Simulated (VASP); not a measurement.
Input of a VASP 6.6.1 run:

Contents of INCAR:

```
SYSTEM = NaCl
  ALGO = Normal
  EDIFF = 1E-6
  ENCUT = 500
  GGA = PE
  GGA_COMPAT = .False.
  ISIF = 2
  ISMEAR = 0
  LASPH = .True.
  LCHARG = .True.
  LELF = .True.
  LREAL = .False.
  LVHAR = .True.
  LWAVE = .False.
  NBANDS = 14
  NELM = 120
  PREC = Accurate
  SIGMA = 0.01
```

The input KPOINTS:

```
k-points
0
Gamma
  3 3 3
  0 0 0
```

POSCAR

```
NaCl
1.0
    0.0000000000      2.5302711800      2.5302711800
    2.5302711800      0.0000000000      2.5302711800
    2.5302711800      2.5302711800      0.0000000000
Na Cl
1 1
Direct
    0.0000000000      0.0000000000      0.0000000000
    0.5000000000      0.5000000000      0.5000000000
```

Potentials or basis: VASP PAW PBE potentials, release 64 (Na_pv, Cl).

Launch:

```sh
$ cat potpaw_PBE.64/Na_pv/POTCAR potpaw_PBE.64/Cl/POTCAR > POTCAR
$ mpirun -np 1 vasp_std > vasp.out
```

Task: What does it give for the pressure?

Result: 19.8 GPa.

Task: Predict the band gap on the k mesh.

Result: 6.69 eV.

Caveat: the k points lie up to 0.72 Å⁻¹ apart.
